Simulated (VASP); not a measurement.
A run of VASP 6.6.1 is set up as follows.

The input POSCAR:

```
Mo
1.0
   -1.5082271063      1.5082271063      1.5082271063
    1.5082271063     -1.5082271063      1.5082271063
    1.5082271063      1.5082271063     -1.5082271063
Mo
1
Direct
    0.0000000000      0.0000000000      0.0000000000
```

File INCAR.step1:

```
SYSTEM = Mo
PREC     = Accurate       ! precision mode
ENCUT    = 520            ! plane-wave cutoff, eV
ISMEAR   = 0              ! smearing method
SIGMA    = 0.1            ! smearing width, eV
LREAL    = .FALSE.        ! projectors in reciprocal space
LASPH    = .TRUE.         ! aspherical terms in the spheres
NELM     = 60             ! most SCF steps
NBANDS   = 13             ! bands
GGA      = PE             ! functional
ALGO     = Normal         ! electronic algorithm
EDIFF    = 1E-4           ! SCF threshold, eV
LWAVE    = .TRUE.         ! write WAVECAR
LCHARG   = .FALSE.        ! write CHGCAR
```

Contents of INCAR.step2:

```
SYSTEM = Mo
PREC     = Accurate       ! precision mode
ENCUT    = 520            ! plane-wave cutoff, eV
EDIFF    = 1E-6           ! SCF threshold, eV
ISMEAR   = 0              ! smearing method
SIGMA    = 0.1            ! smearing width, eV
LREAL    = .FALSE.        ! projectors in reciprocal space
LASPH    = .TRUE.         ! aspherical terms in the spheres
NELM     = 60             ! most SCF steps
ALGO     = Normal         ! electronic algorithm
ISIF     = 2              ! what is computed and relaxed
LWAVE    = .FALSE.        ! write WAVECAR
LCHARG   = .FALSE.        ! write CHGCAR
METAGGA  = R2SCAN         ! meta-GGA
LMIXTAU  = .TRUE.       
NBANDS   = 13             ! bands
ISTART   = 1
```

The input KPOINTS:

```
Automatic mesh
0
G
  10 10 10
  0 0 0
```

Potentials or basis: VASP PAW PBE potentials, release 64 (Mo_sv).

Command:

```bash
$ cat potpaw_PBE.64/Mo_sv/POTCAR > POTCAR
$ cp INCAR.step1 INCAR
$ mpirun -np 1 vasp_std > vasp.out
$ cp INCAR.step2 INCAR
$ mpirun -np 1 vasp_std > vasp.out
```

Problem. Predict the band gap on the k mesh.

Solution. Zero (band 7 reaches 19.75 eV, above the bottom of band 8 at 13.08 eV).

Problem. Predict the pressure.

Solution. 47.0 GPa.

Caveat: the PAW data sets were made with another functional, which shifts forces and pressure a little.
